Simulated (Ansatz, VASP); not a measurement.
**One calculation of Ti3Al, two programs**

```
CELL_PARAMETERS angstrom
2.89539 0.00000 0.00000
-1.44769 2.50748 0.00000
0.00000 0.00000 9.13832
ATOMIC_POSITIONS crystal
Ti 0.66667 0.33333 0.00000
Ti 0.33333 0.66667 0.75118
Ti 0.33333 0.66667 0.24882
Al 0.66667 0.33333 0.50000
```

Alike in both runs: functional PBEsol; k mesh 18 × 18 × 6; occupations gaussian, width 0.1 eV; no spin polarisation.

Ansatz relaxed the structure, and its values are those at the end. VASP's run is a single point on that final structure, the one shown.

|  | VASP | Ansatz |
| --- | --- | --- |
| version | VASP 6.6.1 | Ansatz 0.2.0 |
| potentials or method | VASP PAW PBE potentials, release 64 (Ti_sv, Al), cutoff 520 eV | scalar-relativistic, plane waves, PAW |
| valence electrons in the cell | 39 | 39 |

Ansatz gave:

```
gap on the k mesh at the Fermi level (eV) : none
pressure (GPa)                            : 0.0
rms of the force components (eV/Å)        : 0.000
```

**Question.** Which values does VASP return?

**Answer.** gap on the k mesh at the Fermi level (eV): none; pressure (GPa): -0.1; rms of the force components (eV/Å): 0.005.

VASP's potentials were made for PBE, not for PBEsol, and Ansatz warns of the same on its side. A gap of «none» marks a metal or a gap that the smearing closes.
